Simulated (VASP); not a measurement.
Set up this calculation in VASP 6.6.1, as the native input.

| Property | Result |
| --- | --- |
| Task | single point |
| Functional | PBE |
| Potentials or basis | VASP PAW PBE potentials, release 64 (Ga_d, Sb, As) |
| Cutoff | 520 eV |
| k mesh | 6 × 6 × 2 |
| Occupations | gaussian, width 0.1 eV |
| Spin | no spin polarisation |
| Dipole correction | no |
| Further INCAR settings | ALGO = Normal; EDIFF = 1e-07; NBANDS = 36 |

The structure of Ga3Sb2As lies in POSCAR:

```
Ga3Sb2As
1.0
    4.0383693400      0.0000000000      0.0000000000
   -2.0191846700      3.4973304400      0.0000000000
    0.0000000000      0.0000000000      9.8919442700
Ga Sb As
3 2 1
Direct
    0.0000000000      0.0000000000      0.0000000000
    0.3333333300      0.6666666700      0.6666666700
    0.6666666700      0.3333333300      0.3333333300
    0.6666666700      0.3333333300      0.5833333300
    0.0000000000      0.0000000000      0.2500000000
    0.3333333300      0.6666666700      0.9166666700
```

One way to write it, as run:

INCAR

```
PREC = Accurate
ENCUT = 520
EDIFF = 1E-7
ISMEAR = 0
SIGMA = 0.1
LREAL = False
LASPH = True
NELM = 80
ALGO = Normal
ISIF = 2
LWAVE = False
LCHARG = True
GGA = PE
LELF = True
LVHAR = True
NBANDS = 36
```

KPOINTS

```
regular mesh
0
Gamma
  6 6 2
```

Potentials or basis: VASP PAW PBE potentials, release 64 (Ga_d, Sb, As).

Launch:

```sh
$ cat potpaw_PBE.64/Ga_d/POTCAR potpaw_PBE.64/Sb/POTCAR potpaw_PBE.64/As/POTCAR > POTCAR
$ mpirun -np 1 vasp_std > vasp.out
```

It gave:

```json
{
  "Pressure": "14.3 GPa",
  "Largest force": "1.404 eV/Å",
  "Band gap on the k mesh": "0.39 eV, direct"
}
```

Caveat: spin-orbit coupling is left out, which moves the levels of the heavy elements; forces of over 1 eV/Å act on the atoms, so gaps and moduli don't describe the material at rest.

Run time: 78 s on 1 thread of AMD EPYC 7R43 64-Core Processor (Zen 3), on a shared host, peak memory 0.25 GiB.
